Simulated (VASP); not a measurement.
Here is a VASP 6.6.1 calculation.

The input INCAR:

```
SYSTEM = Mg7CrS8
ALGO = Normal ; EDIFF = 1E-6
ENCUT = 600 ; GGA = PS
GGA_COMPAT = .False. ; ISIF = 2
ISMEAR = 0 ; ISPIN = 2
LASPH = .True. ; LCHARG = .False.
LMAXMIX = 4 ; LORBIT = 11
LREAL = .False. ; LWAVE = .False.
MAGMOM = 3.6 0 0 0 0 0 0 0 0 0 0 0 0 0 0 0 ; NBANDS = 55
NELM = 200 ; NUPDOWN = 3.6
PREC = Accurate ; SIGMA = 0.05
```

KPOINTS

```
k-points
0
Gamma
  3 3 3
  0 0 0
```

The input POSCAR:

```
Mg7CrS8
1.0
    0.0000000000      5.2033000000      5.2033000000
    5.2033000000      0.0000000000      5.2033000000
    5.2033000000      5.2033000000      0.0000000000
Cr Mg S
1 7 8
Direct
    0.9985115139      0.9989586348      0.0015455831
    0.9986875789      0.9989991427      0.5013486329
    0.9985372588      0.4988160950      0.0017400180
    0.9988114849      0.4986746812      0.5016372000
    0.4988817024      0.9986696540      0.0015426089
    0.4985680359      0.9992311343      0.5015430766
    0.4988466634      0.4989088515      0.0014722455
    0.4982893394      0.4990525633      0.5018565182
    0.2487602891      0.2488788226      0.2514559930
    0.2400803259      0.2402821951      0.7602208352
    0.2604499790      0.7371442662      0.2631952350
    0.2397640384      0.7578756868      0.7604524138
    0.7575232448      0.2400988658      0.2427130164
    0.7369064510      0.2607132431      0.7396827180
    0.7573644433      0.7575493900      0.2429351467
    0.7487644737      0.7488785430      0.7514812264
```

Potentials or basis: VASP PAW PBE potentials, release 64 (Cr_pv, Mg, S).

Command:

```sh
$ cat potpaw_PBE.64/Cr_pv/POTCAR potpaw_PBE.64/Mg/POTCAR potpaw_PBE.64/S/POTCAR > POTCAR
$ mpirun -np 1 vasp_std > vasp.out
```

(1) Estimate the pressure.

(2) What does it give for the largest force?

## Answers

(1) -2.2 GPa.

(2) 0.526 eV/Å.

Caveat: the PAW data sets were made with another functional, which shifts forces and pressure a little; the total moment is fixed, so each spin has its own Fermi level; a cell with one magnetic atom can't hold antiferromagnetic order, which such compounds often take.
